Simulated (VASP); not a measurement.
Input of a VASP 6.6.1 run:

Contents of INCAR:

```
ALGO = Normal
EDIFF = 1E-6
ENCUT = 520
GGA = PS
ISIF = 2
ISMEAR = -1
LASPH = T
LCHARG = T
LELF = T
LREAL = F
LVHAR = T
LWAVE = F
NBANDS = 55
NELM = 100
PREC = Accurate
SIGMA = 0.05
```

Contents of KPOINTS:

```
k-points
0
Gamma
  2 4 4
```

The input POSCAR:

```
CsPbCl3
1.0
   11.2601573601      0.0279266568      0.0136358576
    0.0140102581      5.6505551912      0.0013976067
    0.0063771473      0.0009988901      5.6251679077
Cs Pb Cl
2 2 6
Direct
    0.0062375187      0.0547792927     -0.0136200329
    0.5069866578      0.0555897614     -0.0154543889
    0.2468544753      0.5023409510      0.4818390686
    0.7469211769      0.5034368485      0.4802264660
   -0.0033273629      0.4718415654      0.4823314579
    0.2343097287      0.0020949393      0.4776462815
    0.2495596757      0.4683465522     -0.0182057360
    0.4966281536      0.4707850133      0.4825178507
    0.7355103369      0.0032311416      0.4722574597
    0.7491259082      0.4716739796     -0.0198907442
```

Potentials or basis: VASP PAW PBE potentials, release 64 (Cs_sv, Pb_d, Cl).

Run with:

```bash
$ cat potpaw_PBE.64/Cs_sv/POTCAR potpaw_PBE.64/Pb_d/POTCAR potpaw_PBE.64/Cl/POTCAR > POTCAR
$ mpirun -np 1 vasp_std > vasp.out
```

Problem. Estimate the band gap on the k mesh.

Solution. 2.05 eV.

Problem. What does it give for the pressure?

Solution. 0.0 GPa.

Forces on the atoms (eV/Å):
```
Cs   0.000 -0.002 -0.001
Cs  -0.003 -0.003 -0.001
Pb  -0.001  0.000  0.000
Pb   0.000  0.000 -0.001
Cl  -0.005  0.002  0.000
Cl   0.001 -0.001  0.001
Cl   0.001  0.001  0.000
Cl   0.007  0.003  0.000
Cl   0.000 -0.001  0.002
Cl   0.001  0.001  0.000
```

Caveat: the PAW data sets were made with another functional, which shifts forces and pressure a little; spin-orbit coupling is left out, which moves the levels of the heavy elements. A k mesh can miss the band edges.
